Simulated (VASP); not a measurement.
# Ga7Cu4 (a cell with a defect) in VASP: relaxation of the atoms with LDA

Aim: the relaxation of the atoms of Ga7Cu4 (a cell with a defect) with LDA.

Program: VASP 6.6.1. These are calculated values, not measurements. Logs are shortened: lines on timing, memory, paths and dates and some standing lists are left out, and cuts for length are marked.

## (1) The cell of the first run

The cell holds a defect, 11 atoms: a = 5.660 Å, b = 5.660 Å, c = 5.839 Å, α = 90.00°, β = 90.00°, γ = 90.00°.

## (2) Relaxation of the atoms, LDA

INCAR

```
ALGO = Normal
EDIFF = 1E-7
EDIFFG = -0.05
ENCUT = 520
GGA = CA
GGA_COMPAT = False
IBRION = 2
ISIF = 2
ISMEAR = 0
LASPH = True
LCHARG = False
LREAL = False
LWAVE = False
NELM = 120
NELMIN = 4
NSW = 60
PREC = Accurate
SIGMA = 0.05
```

KPOINTS

```
k-points
0
Gamma
  2 2 2
```

POSCAR

```
Ga7Cu4
1.0
    5.6600000000      0.0000000000      0.0000000000
    0.0000000000      5.6600000000      0.0000000000
    0.0000000000      0.0000000000      5.8390000000
Ga Cu
7 4
Direct
    0.2500000000      0.2500000000      0.7050000000
    0.2500000000      0.7500000000      0.2950000000
    0.2500000000      0.7500000000      0.7050000000
    0.7500000000      0.2500000000      0.2950000000
    0.7500000000      0.2500000000      0.7050000000
    0.7500000000      0.7500000000      0.2950000000
    0.7500000000      0.7500000000      0.7050000000
    0.0000000000      0.0000000000      0.0000000000
    0.0000000000      0.5000000000      0.0000000000
    0.5000000000      0.0000000000      0.0000000000
    0.5000000000      0.5000000000      0.0000000000
```

Potentials or basis: VASP PAW LDA potentials, release 64 (Ga_d, Cu).

Started as:

```bash
$ cat potpaw_LDA.64/Ga_d/POTCAR potpaw_LDA.64/Cu/POTCAR > POTCAR
$ mpirun -np 1 vasp_std > vasp.out
```

OUTCAR:

```text
EDIFF = 1E-7
   EDIFFG = -0.05
   ENCUT = 520
   GGA = CA
   IBRION = 2
   ISIF = 2
   ISMEAR = 0
   LASPH = True
   LREAL = False
   NELM = 120
   NELMIN = 4
   NSW = 60
   PREC = Accurate

 ion  position               nearest neighbor table
   1  0.250  0.250  0.705-   8 2.64   9 2.64  10 2.64  11 2.64   3 2.83   5 2.83   3 2.83   5 2.83

   2  0.250  0.750  0.295-   3 2.39   8 2.64   9 2.64  10 2.64  11 2.64   6 2.83   6 2.83
   3  0.250  0.750  0.705-   2 2.39   8 2.64   9 2.64  10 2.64  11 2.64   1 2.83   7 2.83   1 2.83
                             7 2.83
   4  0.750  0.250  0.295-   5 2.39   8 2.64   9 2.64  10 2.64  11 2.64   6 2.83   6 2.83
   5  0.750  0.250  0.705-   4 2.39   8 2.64   9 2.64  10 2.64  11 2.64   1 2.83   7 2.83   7 2.83
                             1 2.83
   6  0.750  0.750  0.295-   7 2.39   8 2.64   9 2.64  10 2.64  11 2.64   4 2.83   2 2.83   4 2.83
                             2 2.83
   7  0.750  0.750  0.705-   6 2.39   8 2.64   9 2.64  10 2.64  11 2.64   5 2.83   3 2.83   5 2.83
                             3 2.83
   8  0.000  0.000  0.000-   1 2.64   2 2.64   3 2.64   4 2.64   5 2.64   6 2.64   7 2.64
   9  0.000  0.500  0.000-   1 2.64   2 2.64   3 2.64   4 2.64   5 2.64   6 2.64   7 2.64
  10  0.500  0.000  0.000-   1 2.64   2 2.64   3 2.64   4 2.64   5 2.64   6 2.64   7 2.64
  11  0.500  0.500  0.000-   1 2.64   2 2.64   3 2.64   4 2.64   5 2.64   6 2.64   7 2.64

  LATTYP: Found a simple tetragonal cell.
 ALAT       =     5.6600000000
 C/A-ratio  =     1.0316254417

  Lattice vectors:

 A1 = (   5.6600000000,   0.0000000000,   0.0000000000)
 A2 = (   0.0000000000,   5.6600000000,   0.0000000000)
 A3 = (   0.0000000000,   0.0000000000,   5.8390000000)

Analysis of symmetry for initial positions (statically):
=====================================================================
 Subroutine PRICEL returns:
 Original cell was already a primitive cell.

 Routine SETGRP: Setting up the symmetry group for a
 simple tetragonal supercell.

 Subroutine GETGRP returns: Found  8 space group operations
 (whereof  2 operations were pure point group operations)
 out of a pool of 16 trial point group operations.

The static configuration has the point symmetry C_1h.
 The point group associated with its full space group is C_4v.

Analysis of symmetry for dynamics (positions and initial velocities):
=====================================================================
 Subroutine PRICEL returns:
 Original cell was already a primitive cell.

 Routine SETGRP: Setting up the symmetry group for a
 simple tetragonal supercell.

 Subroutine GETGRP returns: Found  8 space group operations
 (whereof  2 operations were pure point group operations)
 out of a pool of 16 trial point group operations.

The dynamic configuration has the point symmetry C_1h.
 The point group associated with its full space group is C_4v.

 Subroutine INISYM returns: Found  8 space group operations
 (whereof  2 operations are pure point group operations),
 and found     1 'primitive' translations

----------------------------------------------------------------------------------------

                                     Primitive cell

  volume of cell :     187.0559

  direct lattice vectors                    reciprocal lattice vectors
     5.660000000  0.000000000  0.000000000     0.176678445  0.000000000  0.000000000
     0.000000000  5.660000000  0.000000000     0.000000000  0.176678445  0.000000000
     0.000000000  0.000000000  5.839000000     0.000000000  0.000000000  0.171262202

  length of vectors
     5.660000000  5.660000000  5.839000000     0.176678445  0.176678445  0.171262202

  position of ions in fractional coordinates (direct lattice)
     0.250000000  0.250000000  0.705000000
     0.250000000  0.750000000  0.295000000
     0.250000000  0.750000000  0.705000000
     0.750000000  0.250000000  0.295000000
     0.750000000  0.250000000  0.705000000
     0.750000000  0.750000000  0.295000000
     0.750000000  0.750000000  0.705000000
     0.000000000  0.000000000  0.000000000
     0.000000000  0.500000000  0.000000000
     0.500000000  0.000000000  0.000000000
     0.500000000  0.500000000  0.000000000

  ion indices of the primitive-cell ions
   primitive index   ion index
                 1           1
                 2           2
                 3           3
                 4           4
                 5           5
                 6           6
                 7           7
                 8           8
                 9           9
                10          10
                11          11

----------------------------------------------------------------------------------------

 KPOINTS: k-points

Automatic generation of k-mesh.
 Grid dimensions read from file:
 generate k-points for:    2    2    2

 Generating k-lattice:

  Cartesian coordinates                     Fractional coordinates (reciprocal lattice)
     0.088339223  0.000000000  0.000000000     0.500000000  0.000000000  0.000000000
     0.000000000  0.088339223  0.000000000     0.000000000  0.500000000  0.000000000
     0.000000000  0.000000000  0.085631101     0.000000000  0.000000000  0.500000000

  Length of vectors
     0.088339223  0.088339223  0.085631101

  Shift w.r.t. Gamma in fractional coordinates (k-lattice)
     0.000000000  0.000000000  0.000000000

 Subroutine IBZKPT returns following result:
 ===========================================

 Found      6 irreducible k-points:

 Following reciprocal coordinates:
            Coordinates               Weight
  0.000000  0.000000  0.000000      1.000000
  0.500000  0.000000  0.000000      2.000000
  0.500000  0.500000  0.000000      1.000000
  0.000000  0.000000  0.500000      1.000000
  0.500000  0.000000  0.500000      2.000000
  0.500000  0.500000  0.500000      1.000000
   k-points           NKPTS =      6   k-points in BZ     NKDIM =      6   number of bands    NBANDS=     81
   number of dos      NEDOS =    301   number of ions     NIONS =     11
   total plane-waves  NPLWV =  84672
   dimension x,y,z NGX =    42 NGY =   42 NGZ =   48
   dimension x,y,z NGXF=    84 NGYF=   84 NGZF=   96
   ions per type =               7   4
   NGX,Y,Z   is equivalent  to a cutoff of  12.34, 12.34, 13.67 a.u.
   NGXF,Y,Z  is equivalent  to a cutoff of  24.67, 24.67, 27.33 a.u.
 SYSTEM =  unknown system
   PREC   = accura    normal or accurate (medium, high low for compatibility)
   ISTART =      0    job   : 0-new  1-cont  2-samecut
   ICHARG =      2    charge: 1-file 2-atom 10-const
   ISPIN  =      1    spin polarized calculation?
   LNONCOLLINEAR =      F non collinear calculations
   LSORBIT =      F    spin-orbit coupling
   LASPH  =      T    aspherical Exc in radial PAW
   ENCUT  =  520.0 eV  38.22 Ry    6.18 a.u.  10.52 10.52 10.86*2*pi/ulx,y,z
   NELM   =    120;   NELMIN=  4; NELMDL= -5     # of ELM steps
   EDIFF  = 0.1E-06   stopping-criterion for ELM
   LREAL  =      F    real-space projection
   EDIFFG = -.5E-01   stopping-criterion for IOM
   NSW    =     60    number of steps for IOM
   IBRION =      2    ionic relax: 0-MD 1-quasi-New 2-CG
   NFREE  =      1    steps in history (QN), initial steepest desc. (CG)
   ISIF   =      2    stress and relaxation
   ISYM   =      2    0-nonsym 1-usesym 2-fastsym
   POTIM  = 0.5000    time-step for ionic-motion
   TEBEG  =    0.0;   TEEND  =   0.0 temperature during run
   PSTRESS=    0.0 pullay stress
   NELECT =     135.0000    total number of electrons
   NUPDOWN=      -1.0000    fix difference up-down
   EMIN   =  10.00;   EMAX   =-10.00  energy-range for DOS
   EFERMI =   0.00;   METHOD = LEGACY
   ISMEAR =     0;   SIGMA  =   0.05  broadening in eV -4-tet -1-fermi 0-gaus
   EFERMI_NEDOS =   21; number of points for ismear=-14 and -15
   IALGO  =     38    algorithm
   IMIX   =      4    mixing-type and parameters
     AMIX     =   0.40;   BMIX     =  1.00
     AMIX_MAG =   1.60;   BMIX_MAG =  1.00
  volume/ion in A,a.u.               =      17.01       114.76
  Fermi-wavevector in a.u.,A,eV,Ry     =   1.468461  2.774988 29.339285  2.156377
  Thomas-Fermi vector in A             =   2.583956
   LORBIT       =      0    0 simple, 1 ext, 2 COOP (PROOUT), +10 PAW based schemes
   GGA     = CA    functional components
   LHFCALC =     F    Hartree Fock is set to
   AEXX    =    0.0000 exact exchange contribution
   IVDW    =     0    specifies the selected vdW correction
   LEPSILON=     F    determine dielectric tensor
   LRPA    =     F    only Hartree local field effects (RPA)
 conjugate gradient relaxation of ions
 non-spin polarized calculation
 Gauss-broadening in eV      SIGMA  =   0.05
  energy-cutoff  :      520.00
  volume of cell :      187.06
 maximum number of plane-waves:      5046
   NGX = 21   NGY = 21   NGZ = 21

--------------------------------------- Ionic step        1  -------------------------------------------

 number of electron     135.0000081 magnetization

 Free energy of the ion-electron system (eV)
  ---------------------------------------------------
  ext. energy  EPLUGINS =         0.00000000
  ---------------------------------------------------
  free energy    TOTEN  =       -43.52698366 eV

  energy without entropy =      -43.51592627  energy(sigma->0) =      -43.52145496

------------------------ aborting loop because EDIFF is reached ----------------------------------------

  FORCE on cell =-STRESS in cart. coord.  units (eV):
  Direction    XX          YY          ZZ          XY          YZ          ZX
  --------------------------------------------------------------------------------------
  -------------------------------------------------------------------------------------
  Total      -11.6582826    -11.6582826     -3.9157183      0.0000000      0.0000000      0.0000000
  in kB      -99.8559212    -99.8559212    -33.5390442      0.0000000      0.0000000      0.0000000
  external PRESSURE =     -77.7502955 kB  Pullay stress =       0.0000000 kB
[... 300 lines left out ...]
  energy  without entropy=      -43.9007310619  energy(sigma->0) =      -43.90425725

--------------------------------------- Ionic step        8  -------------------------------------------

 number of electron     135.0000073 magnetization

 Free energy of the ion-electron system (eV)
  ---------------------------------------------------
  ext. energy  EPLUGINS =         0.00000000
  ---------------------------------------------------
  free energy    TOTEN  =       -43.90905588 eV

  energy without entropy =      -43.90200351  energy(sigma->0) =      -43.90552970

 E-fermi :   5.4504     XC(G=0): -11.4365

 val. band max:        5.2180228845   @ k =   0.5000   0.5000   0.0000
 cond. band min:       5.4504477165   @ k =   0.5000   0.0000   0.5000
 fundamental gap:      0.2324248320
 Fermi energy:         5.4504477165

 k-point     1 :       0.0000    0.0000    0.0000
  band No.  band energies     occupation
      1      -9.9275      2.00000
      2      -9.9090      2.00000
      3      -9.8503      2.00000
      4      -9.8459      2.00000
      5      -9.8281      2.00000
      6      -9.8281      2.00000
[... 481 lines left out ...]
     78       8.7749      0.00000
     79       8.7919      0.00000
 [bands above 79 left out]

------------------------ aborting loop because EDIFF is reached ----------------------------------------

  FORCE on cell =-STRESS in cart. coord.  units (eV):
  Direction    XX          YY          ZZ          XY          YZ          ZX
  --------------------------------------------------------------------------------------
  -------------------------------------------------------------------------------------
  Total       -9.2689387     -9.2689387     -6.4587137      0.0000000     -0.0000000      0.0000000
  in kB      -79.3906311    -79.3906311    -55.3203955      0.0000000     -0.0000000      0.0000000
  external PRESSURE =     -71.3672192 kB  Pullay stress =       0.0000000 kB
[... 26 lines left out ...]
  FREE ENERGIE OF THE ION-ELECTRON SYSTEM (eV)
  ---------------------------------------------------
  free  energy   TOTEN  =       -43.9090558807 eV

  energy  without entropy=      -43.9020035109  energy(sigma->0) =      -43.90552970

 reached required accuracy - stopping structural energy minimisation
```

Wall time 11 min (1 thread of Intel Xeon Platinum 8375C at 2.90GHz (Ice Lake), shared host); peak memory 0.26 GiB.

What came out:

```
Free energy                  : -43.9091 eV
Energy gained by relaxing    : 34.7 meV/atom
Ionic steps                  : 8
Pressure after relaxing      : -7.1 GPa
Largest force after relaxing : 0.047 eV/Å
Band gap on the k mesh       : zero (an odd number of electrons rules out a gap without spin polarisation)
```

Forces in eV/Å, atoms in the order of the input:
```
Ga   0.000  0.000  0.047
Ga   0.000  0.000  0.011
Ga   0.000  0.000 -0.044
Ga   0.000  0.000  0.011
Ga   0.000  0.000 -0.044
Ga   0.000  0.000 -0.034
Ga   0.000  0.000  0.046
Cu   0.011  0.011  0.002
Cu   0.011 -0.011  0.002
Cu  -0.011  0.011  0.002
Cu  -0.011 -0.011  0.002
```

Stress tensor (GPa, compression positive):
```
-7.94  0.00  0.00
 0.00 -7.94  0.00
 0.00  0.00 -5.53
```

The path:
| step | energy change (eV) | largest force (eV/Å) | pressure (GPa) |
| --- | --- | --- | --- |
| 1 | 0.0000 | 1.5315 | -7.78 |
| 2 | -0.3434 | 0.4913 | -7.55 |
| 3 | -0.3755 | 0.1396 | -7.19 |
| 4 | -0.3760 | 0.0985 | -7.17 |
| 5 | -0.3758 | 0.1241 | -7.14 |
| 6 | -0.3789 | 0.0676 | -7.14 |
| 7 | -0.3808 | 0.0716 | -7.13 |
| 8 | -0.3821 | 0.0468 | -7.14 |

Final structure:
```yaml
crystal:
  lattice:
    - [5.66000, 0.00000, 0.00000]
    - [0.00000, 5.66000, 0.00000]
    - [0.00000, 0.00000, 5.83900]
  atoms:
    - { symbol: Ga, position: [0.25000, 0.25000, 0.71244] }
    - { symbol: Ga, position: [0.25000, 0.75000, 0.27401] }
    - { symbol: Ga, position: [0.25000, 0.75000, 0.71936] }
    - { symbol: Ga, position: [0.75000, 0.25000, 0.27401] }
    - { symbol: Ga, position: [0.75000, 0.25000, 0.71936] }
    - { symbol: Ga, position: [0.75000, 0.75000, 0.28277] }
    - { symbol: Ga, position: [0.75000, 0.75000, 0.71747] }
    - { symbol: Cu, position: [0.00116, 0.00116, 0.00139] }
    - { symbol: Cu, position: [0.00116, 0.49884, 0.00139] }
    - { symbol: Cu, position: [0.49884, 0.00116, 0.00139] }
    - { symbol: Cu, position: [0.49884, 0.49884, 0.00139] }
```

Levels at points of the mesh, in eV from the Fermi level:
| k point | band 66 | band 67 | band 68 | band 69 | band 70 | band 71 |
| --- | --- | --- | --- | --- | --- | --- |
| (0.00, 0.00, 0.00) | -1.59 | -0.82 | -0.82 | -0.78 | -0.73 | 0.35 |
| (0.50, 0.00, 0.00) | -0.57 | -0.37 | -0.31 | 0.40 | 0.77 | 0.92 |
| (0.50, 0.50, 0.00) | -1.74 | -0.23 | 1.07 | 1.36 | 1.56 | 1.56 |
| (0.00, 0.00, 0.50) | -0.73 | -0.70 | -0.62 | -0.62 | 1.09 | 1.42 |
| (0.50, 0.00, 0.50) | -1.26 | -0.42 | 0.00 | 0.62 | 1.55 | 1.59 |
| (0.50, 0.50, 0.50) | 1.33 | 2.01 | 2.15 | 2.32 | 2.32 | 2.45 |

Caveat: the k points lie up to 0.56 Å⁻¹ apart, too coarse for converged energies and pressures of a metal; the relaxation stopped at a loose force limit of 0.05 eV/Å, so its end isn't a converged minimum.

The gap in the log of VASP goes by the Fermi energy; the results here count the filled bands.